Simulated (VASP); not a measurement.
A run of VASP 6.6.1 is set up as follows.

Contents of INCAR:

```
SYSTEM = Si
PREC = Accurate
ENCUT = 520
EDIFF = 1E-6
ISMEAR = 0
SIGMA = 0.1
LREAL = .False.
LASPH = .True.
NELM = 100
ALGO = Normal
ISIF = 2
LWAVE = .False.
LCHARG = .True.
GGA = PE
LELF = .True.
LVHAR = .True.
NBANDS = 8
```

KPOINTS

```
regular mesh
0
Gamma
  6 6 6
  0 0 0
```

The input POSCAR:

```
Si
1.0
    2.5004180088      0.0000000000      0.0000000000
    0.0000000000      2.5453713089      0.0000000000
    0.0000000000      0.0000000000      2.5451559878
Si
1
Direct
    0.0000000000      0.0000000000      0.0000000000
```

Potentials or basis: VASP PAW PBE potentials, release 64 (Si).

The run is started by

```sh
$ cat potpaw_PBE.64/Si/POTCAR > POTCAR
$ mpirun -np 1 vasp_std > vasp.out
```

**Question.** Estimate the band gap on the k mesh.

**Answer.** Zero (bands 2 and 3 overlap by 10.27 eV).

**Question.** Predict the pressure.

**Answer.** -0.1 GPa.

Stress tensor (GPa, compression positive):
```
-0.40  0.00  0.00
 0.00  0.08  0.00
 0.00  0.00  0.10
```

Caveat: the k points lie up to 0.42 Å⁻¹ apart, too coarse for converged energies and pressures of a metal.
